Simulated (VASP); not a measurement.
Here is a VASP 6.6.1 calculation.

The input INCAR:

```
SYSTEM = SiPbO2
PREC     = Accurate       ! precision mode
ENCUT    = 600            ! plane-wave cutoff, eV
EDIFF    = 1E-6           ! SCF threshold, eV
ISMEAR   = 0              ! smearing method
SIGMA    = 0.1            ! smearing width, eV
LREAL    = .False.        ! projectors in reciprocal space
LASPH    = .True.         ! aspherical terms in the spheres
NELM     = 60             ! most SCF steps
ALGO     = Normal         ! electronic algorithm
ISIF     = 3              ! what is computed and relaxed
LWAVE    = .False.        ! write WAVECAR
LCHARG   = .False.        ! write CHGCAR
GGA      = PE             ! functional
IBRION   = 2              ! ionic algorithm
NSW      = 100            ! ionic steps
EDIFFG   = -0.01          ! ionic threshold
```

KPOINTS

```
Automatic mesh
0
Gamma
  12 12 2
  0 0 0
```

Contents of POSCAR:

```
SiPbO2
1.0
    2.8864455325      0.0000000000      0.0000000000
   -1.4432227663      2.4997351578      0.0000000000
    0.0000000000      0.0000000000     21.0061465788
Si Pb O
2 2 4
Direct
    0.6666666667      0.3333333333      0.0879799825
    0.3333333333      0.6666666667      0.5879799825
    0.6666666667      0.3333333333      0.3383535719
    0.3333333333      0.6666666667      0.8383535719
    0.3333333333      0.6666666667      0.1290842649
    0.0000000000      0.0000000000      0.0468702907
    0.6666666667      0.3333333333      0.6290842649
    0.0000000000      0.0000000000      0.5468702907
```

Potentials or basis: VASP PAW PBE potentials, release 64 (Si, Pb_d, O).

Run with:

```bash
$ cat potpaw_PBE.64/Si/POTCAR potpaw_PBE.64/Pb_d/POTCAR potpaw_PBE.64/O/POTCAR > POTCAR
$ mpirun -np 1 vasp_std > vasp.out
```

Problem. What does it give for the space group after relaxing (to 0.1 Å)?

Solution. P6_3mc (No. 186).

Problem. What does it give for the relaxed volume?

Solution. 19.10 Å³/atom.

Step by step:
```csv
step,energy change (eV),largest force (eV/Å),pressure (GPa),volume (Å³)
1,0.0000,0.0574,0.93,151.57
2,-0.0002,0.1296,-0.91,154.00
3,-0.0048,0.0400,-0.02,152.79
4,-0.0050,0.0012,0.00,152.79
```
